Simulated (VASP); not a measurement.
Sc: single point with LDA

Sc:

```
Sc
1.0
     3.37497    0.00000    0.00000
    -1.68749    2.92281    0.00000
     0.00000    0.00000    5.26800
Sc
2
Direct
  0.33333 0.66667 0.25000
  0.66667 0.33333 0.75000
```

This cell differs from its parent crystal: equal xx and yy strain of +2 %.

| Item | Value |
| --- | --- |
| Program | VASP 6.6.1 |
| Task | single point |
| Functional | LDA |
| Potentials or basis | VASP PAW LDA potentials, release 64 (Sc_sv) |
| Cutoff | 520 eV |
| k mesh | 13 × 13 × 7 |
| Occupations | fermi-dirac, width 0.03 eV |
| Spin | no spin polarisation |
| Dipole correction | no |
| Further INCAR settings | ALGO = Normal; EDIFF = 1e-07; NBANDS = 18 |

| Quantity | Value |
| --- | --- |
| Pressure | -6.9 GPa |
| Band gap on the k mesh | zero (band 11 reaches 3.91 eV, above the bottom of band 12 at 2.69 eV) |

Stress tensor (GPa, compression positive):
```
-6.71  0.00  0.00
 0.00 -6.71  0.00
 0.00  0.00 -7.22
```

Levels at points of the mesh, in eV from the Fermi level:
```tsv
k point	band 8	band 9	band 10	band 11	band 12	band 13	band 14	band 15
(0.00, 0.00, 0.00)	-27.71	-4.98	-1.59	0.58	1.46	1.46	1.69	1.87
```

Wall time 47 s on 1 thread of Intel(R) Xeon(R) Platinum 8488C (Sapphire Rapids), with other jobs on the host, peak memory 0.19 GiB.

Caveat: the cell differs from its parent crystal (equal xx and yy strain of +2 %).
